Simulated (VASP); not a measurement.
# Ge (P6/mmm) in VASP: relaxation of cell and atoms with PBE

Aim: the relaxation of cell and atoms of Ge with PBE.

All numbers are computed with VASP 6.6.1; they aren't measurements. Logs are shortened: lines on timing, memory, paths and dates and some standing lists are left out, and cuts for length are marked.

**1. The cell of the first run**

Symmetry: P6/mmm, No. 191, hexagonal system. The conventional cell has a = 4.753 Å, b = 4.753 Å, c = 2.684 Å, α = 90.00°, β = 90.00°, γ = 120.00°. Ge (site symmetry 6/mmm) has 14 Ge at 2.68 to 3.05 Å within 3.5 Å. Ge (site symmetry -6m2) has 11 Ge at 2.68 to 3.05 Å within 3.5 Å.

This isn't the form of Ge at room conditions, which is diamond.

**2. Relaxation of cell and atoms, PBE, target pressure 8.2 GPa, at which the enthalpy is minimised**

File INCAR:

```
SYSTEM = Ge
  PREC = Accurate
  ENCUT = 600
  EDIFF = 1E-6
  ISMEAR = -1
  SIGMA = 0.05
  LREAL = .False.
  LASPH = .True.
  NELM = 100
  ALGO = Normal
  ISIF = 3
  LWAVE = .False.
  LCHARG = .False.
  GGA = PE
  IBRION = 2
  NSW = 32
  EDIFFG = -0.005
  PSTRESS = 82.0
```

File KPOINTS:

```
Automatic mesh
0
Gamma
  8 8 11
  0 0 0
```

File POSCAR:

```
Ge
1.0
    4.7531454340      0.0000000000      0.0000000000
   -2.3765727170      4.1163446937      0.0000000000
    0.0000000000      0.0000000000      2.6841571861
Ge
3
Direct
    0.0000000000      0.0000000000      0.0000000000
    0.3333333333      0.6666666667      0.5000000000
    0.6666666667      0.3333333333      0.5000000000
```

Potentials or basis: VASP PAW PBE potentials, release 64 (Ge_d).

Started as:

```
$ cat potpaw_PBE.64/Ge_d/POTCAR > POTCAR
$ mpirun -np 1 vasp_std > vasp.out
```

OUTCAR:

```text
SYSTEM = Ge
   PREC = Accurate
   ENCUT = 600
   EDIFF = 1E-6
   ISMEAR = -1
   LREAL = .False.
   LASPH = .True.
   NELM = 100
   ISIF = 3
   GGA = PE
   IBRION = 2
   NSW = 32
   EDIFFG = -0.005
   PSTRESS = 82.0

 ion  position               nearest neighbor table
   1  0.000  0.000  0.000-
   2  0.333  0.667  0.500-   3 2.74   3 2.74   3 2.74
   3  0.667  0.333  0.500-   2 2.74   2 2.74   2 2.74

  LATTYP: Found a hexagonal cell.
 ALAT       =     4.7531454340
 C/A-ratio  =     0.5647117732

  Lattice vectors:

 A1 = (   4.7531454340,   0.0000000000,   0.0000000000)
 A2 = (  -2.3765727170,   4.1163446937,   0.0000000000)
 A3 = (   0.0000000000,   0.0000000000,   2.6841571861)

Analysis of symmetry for initial positions (statically):
=====================================================================
 Subroutine PRICEL returns:
 Original cell was already a primitive cell.

 Routine SETGRP: Setting up the symmetry group for a
 hexagonal supercell.

 Subroutine GETGRP returns: Found 24 space group operations
 (whereof 24 operations were pure point group operations)
 out of a pool of 24 trial point group operations.

The static configuration has the point symmetry D_6h.

Analysis of symmetry for dynamics (positions and initial velocities):
=====================================================================
 Subroutine PRICEL returns:
 Original cell was already a primitive cell.

 Routine SETGRP: Setting up the symmetry group for a
 hexagonal supercell.

 Subroutine GETGRP returns: Found 24 space group operations
 (whereof 24 operations were pure point group operations)
 out of a pool of 24 trial point group operations.

The dynamic configuration has the point symmetry D_6h.

 Subroutine INISYM returns: Found 24 space group operations
 (whereof 24 operations are pure point group operations),
 and found     1 'primitive' translations

----------------------------------------------------------------------------------------

                                     Primitive cell

  volume of cell :      52.5171

  direct lattice vectors                    reciprocal lattice vectors
     4.753145434  0.000000000  0.000000000     0.210386998  0.121466990  0.000000000
    -2.376572717  4.116344694  0.000000000     0.000000000  0.242933980  0.000000000
     0.000000000  0.000000000  2.684157186     0.000000000  0.000000000  0.372556423

  length of vectors
     4.753145434  4.753145434  2.684157186     0.242933980  0.242933980  0.372556423

  position of ions in fractional coordinates (direct lattice)
     0.000000000  0.000000000  0.000000000
     0.333333333  0.666666667  0.500000000
     0.666666667  0.333333333  0.500000000

  ion indices of the primitive-cell ions
   primitive index   ion index
                 1           1
                 2           2
                 3           3

----------------------------------------------------------------------------------------

 KPOINTS: Automatic mesh

Automatic generation of k-mesh.
 Grid dimensions read from file:
 generate k-points for:    8    8   11

 Generating k-lattice:

  Cartesian coordinates                     Fractional coordinates (reciprocal lattice)
     0.026298375  0.015183374  0.000000000     0.125000000  0.000000000  0.000000000
     0.000000000  0.030366748  0.000000000     0.000000000  0.125000000  0.000000000
     0.000000000  0.000000000  0.033868766     0.000000000  0.000000000  0.090909091

  Length of vectors
     0.030366748  0.030366748  0.033868766

  Shift w.r.t. Gamma in fractional coordinates (k-lattice)
     0.000000000  0.000000000  0.000000000

 Subroutine IBZKPT returns following result:
 ===========================================

 Found     60 irreducible k-points:

 Following reciprocal coordinates:
            Coordinates               Weight
  0.000000  0.000000  0.000000      1.000000
  0.125000  0.000000  0.000000      6.000000
  0.250000  0.000000  0.000000      6.000000
  0.375000  0.000000  0.000000      6.000000
  0.500000  0.000000  0.000000      3.000000
  0.125000  0.125000  0.000000      6.000000
[... 16 lines left out ...]
  0.250000  0.000000  0.181818     12.000000
  0.375000  0.000000  0.181818     12.000000
 [... further k-points ...]
   k-points           NKPTS =     60   k-points in BZ     NKDIM =     60   number of bands    NBANDS=     25
   number of dos      NEDOS =    301   number of ions     NIONS =      3
   total plane-waves  NPLWV =  38400
   dimension x,y,z NGX =    40 NGY =   40 NGZ =   24
   dimension x,y,z NGXF=    80 NGYF=   80 NGZF=   48
   ions per type =               3
   NGX,Y,Z   is equivalent  to a cutoff of  13.99, 13.99, 14.86 a.u.
   NGXF,Y,Z  is equivalent  to a cutoff of  27.98, 27.98, 29.73 a.u.
 SYSTEM =  Ge
   PREC   = accura    normal or accurate (medium, high low for compatibility)
   ISTART =      0    job   : 0-new  1-cont  2-samecut
   ICHARG =      2    charge: 1-file 2-atom 10-const
   ISPIN  =      1    spin polarized calculation?
   LNONCOLLINEAR =      F non collinear calculations
   LSORBIT =      F    spin-orbit coupling
   LASPH  =      T    aspherical Exc in radial PAW
   ENCUT  =  600.0 eV  44.10 Ry    6.64 a.u.   9.49  9.49  5.36*2*pi/ulx,y,z
   NELM   =    100;   NELMIN=  2; NELMDL= -5     # of ELM steps
   EDIFF  = 0.1E-05   stopping-criterion for ELM
   LREAL  =      F    real-space projection
   EDIFFG = -.5E-02   stopping-criterion for IOM
   NSW    =     32    number of steps for IOM
   IBRION =      2    ionic relax: 0-MD 1-quasi-New 2-CG
   NFREE  =      1    steps in history (QN), initial steepest desc. (CG)
   ISIF   =      3    stress and relaxation
   ISYM   =      2    0-nonsym 1-usesym 2-fastsym
   POTIM  = 0.5000    time-step for ionic-motion
   TEBEG  =    0.0;   TEEND  =   0.0 temperature during run
   PSTRESS=   82.0 pullay stress
   NELECT =      42.0000    total number of electrons
   NUPDOWN=      -1.0000    fix difference up-down
   EMIN   =  10.00;   EMAX   =-10.00  energy-range for DOS
   EFERMI =   0.00;   METHOD = LEGACY
   ISMEAR =    -1;   SIGMA  =   0.05  broadening in eV -4-tet -1-fermi 0-gaus
   EFERMI_NEDOS =   21; number of points for ismear=-14 and -15
   IALGO  =     38    algorithm
   IMIX   =      4    mixing-type and parameters
     AMIX     =   0.40;   BMIX     =  1.00
     AMIX_MAG =   1.60;   BMIX_MAG =  1.00
  volume/ion in A,a.u.               =      17.51       118.13
  Fermi-wavevector in a.u.,A,eV,Ry     =   1.519583  2.871595 31.417642  2.309132
  Thomas-Fermi vector in A             =   2.628549
   LORBIT       =      0    0 simple, 1 ext, 2 COOP (PROOUT), +10 PAW based schemes
   GGA     = PE    functional components
   LHFCALC =     F    Hartree Fock is set to
   AEXX    =    0.0000 exact exchange contribution
   IVDW    =     0    specifies the selected vdW correction
   LEPSILON=     F    determine dielectric tensor
   LRPA    =     F    only Hartree local field effects (RPA)
 conjugate gradient relaxation of ions
 non-spin polarized calculation
  energy-cutoff  :      600.00
  volume of cell :       52.52
 maximum number of plane-waves:      1770
 NGX is ok and might be reduce to    40
   NGX = 19   NGY = 19   NGZ = 11

 number of electron      41.9999989 magnetization

 Free energy of the ion-electron system (eV)
  ---------------------------------------------------
  ext. energy  EPLUGINS =         0.00000000
  ---------------------------------------------------
  free energy    TOTEN  =       -12.45408964 eV

  energy without entropy =      -12.44620143  energy(sigma->0) =      -12.45014554

 E-fermi :   7.5412     XC(G=0): -11.6696

 val. band max:        7.5129353669   @ k =   0.2500   0.1250   0.3636
 cond. band min:       7.5429423733   @ k =   0.1250   0.1250   0.1818
 fundamental gap:      0.0300070063
 Fermi energy:         7.5412156404

 k-point     1 :       0.0000    0.0000    0.0000
  band No.  band energies     occupation
      1     -17.3593      2.00000
      2     -17.2599      2.00000
      3     -17.2599      2.00000
      4     -17.2016      2.00000
      5     -17.1956      2.00000
      6     -17.1956      2.00000
[... 17 lines left out ...]
     24      16.7909      0.00000
     25      16.7923      0.00000

 k-point     2 :       0.1250    0.0000    0.0000
  band No.  band energies     occupation
      1     -17.3589      2.00000
      2     -17.2607      2.00000
      3     -17.2605      2.00000
      4     -17.2004      2.00000
      5     -17.1959      2.00000
      6     -17.1954      2.00000
[... 17 lines left out ...]
     24      15.5386      0.00000
     25      16.2530      0.00000

 k-point     3 :       0.2500    0.0000    0.0000
  band No.  band energies     occupation
      1     -17.3580      2.00000
      2     -17.2629      2.00000
      3     -17.2624      2.00000
      4     -17.1967      2.00000
      5     -17.1965      2.00000
      6     -17.1949      2.00000
[... 17 lines left out ...]
     24      13.9948      0.00000
     25      14.6809      0.00000

 k-point     4 :       0.3750    0.0000    0.0000
  band No.  band energies     occupation
      1     -17.3572      2.00000
      2     -17.2664      2.00000
      3     -17.2640      2.00000
      4     -17.1972      2.00000
      5     -17.1941      2.00000
      6     -17.1908      2.00000
[... 17 lines left out ...]
     24      12.6106      0.00000
     25      14.6652      0.00000
[... 477 lines left out ...]
 k-point    22 :       0.1250    0.0000    0.1818
  band No.  band energies     occupation
      1     -17.2924      2.00000
      2     -17.2609      2.00000
      3     -17.2606      2.00000
      4     -17.2256      2.00000
      5     -17.2252      2.00000
      6     -17.1375      2.00000
[... 17 lines left out ...]
     24      13.9935      0.00000
     25      14.3423      0.00000

 k-point    23 :       0.2500    0.0000    0.1818
  band No.  band energies     occupation
      1     -17.2920      2.00000
      2     -17.2613      2.00000
      3     -17.2608      2.00000
      4     -17.2254      2.00000
      5     -17.2252      2.00000
      6     -17.1333      2.00000
[... 17 lines left out ...]
     24      12.6823      0.00000
     25      13.8328      0.00000

 k-point    24 :       0.3750    0.0000    0.1818
  band No.  band energies     occupation
      1     -17.2917      2.00000
      2     -17.2617      2.00000
      3     -17.2614      2.00000
      4     -17.2257      2.00000
      5     -17.2235      2.00000
      6     -17.1294      2.00000
[... 17 lines left out ...]
     24      11.6352      0.00000
     25      12.2490      0.00000

 [... further k-points ...]

------------------------ aborting loop because EDIFF is reached ----------------------------------------

  FORCE on cell =-STRESS in cart. coord.  units (eV):
  Direction    XX          YY          ZZ          XY          YZ          ZX
  --------------------------------------------------------------------------------------
  -------------------------------------------------------------------------------------
  Total        2.7018786      2.7018786      2.7008159      0.0000000      0.0000000     -0.0000000
  in kB       82.4281651     82.4281651     82.3957455      0.0000000      0.0000000     -0.0000000
  external PRESSURE =       0.4173585 kB  Pullay stress =      82.0000000 kB

 VOLUME and BASIS-vectors are now :
 -----------------------------------------------------------------------------
  energy-cutoff  :      600.00
  volume of cell :       52.52
      direct lattice vectors                 reciprocal lattice vectors
     4.753145434  0.000000000  0.000000000     0.210386998  0.121466990  0.000000000
    -2.376572717  4.116344694  0.000000000     0.000000000  0.242933980  0.000000000
     0.000000000  0.000000000  2.684157186     0.000000000  0.000000000  0.372556423

 POSITION                                       TOTAL-FORCE (eV/Angst)
 -----------------------------------------------------------------------------------
      0.00000      0.00000      0.00000         0.000000      0.000000      0.000000
     -0.00000      2.74423      1.34208        -0.000000      0.000000      0.000000
      2.37657      1.37211      1.34208         0.000000     -0.000000      0.000000
 -----------------------------------------------------------------------------------
    total drift:                               -0.000000     -0.000000      0.000000

  FREE ENERGIE OF THE ION-ELECTRON SYSTEM (eV)
  ---------------------------------------------------
  free  energy   TOTEN  =       -12.4540896440 eV

  energy  without entropy=      -12.4462014283  energy(sigma->0) =      -12.45014554

  enthalpy is  TOTEN    =        -9.7662456872 eV   P V=        2.6878439568

 reached required accuracy - stopping structural energy minimisation
```

Wall time 2.3 min (1 thread of AMD EPYC 7R13, shared host); peak memory 0.2 GiB.

What came out:

- Free energy: -12.4541 eV
- Pressure after relaxing: 8.2 GPa
- Band gap on the k mesh: zero (bands 21 and 22 overlap by 5.34 eV)

Final structure:
```cif
data_structure
_symmetry_space_group_name_H-M 'P 1'
_symmetry_Int_Tables_number 1
_cell_length_a 4.7531
_cell_length_b 4.7531
_cell_length_c 2.6842
_cell_angle_alpha 90.000
_cell_angle_beta 90.000
_cell_angle_gamma 120.000
_cell_volume 52.52
loop_
_atom_site_label
_atom_site_type_symbol
_atom_site_fract_x
_atom_site_fract_y
_atom_site_fract_z
_atom_site_occupancy
Ge1 Ge 0.00000 0.00000 0.00000 1
Ge2 Ge 0.33333 0.66667 0.50000 1
Ge3 Ge 0.66667 0.33333 0.50000 1
```

Caveat: the cell is relaxed towards a set pressure, so the run minimises the enthalpy, not the energy.

The gap in the log of VASP goes by the Fermi energy; the results here count the filled bands.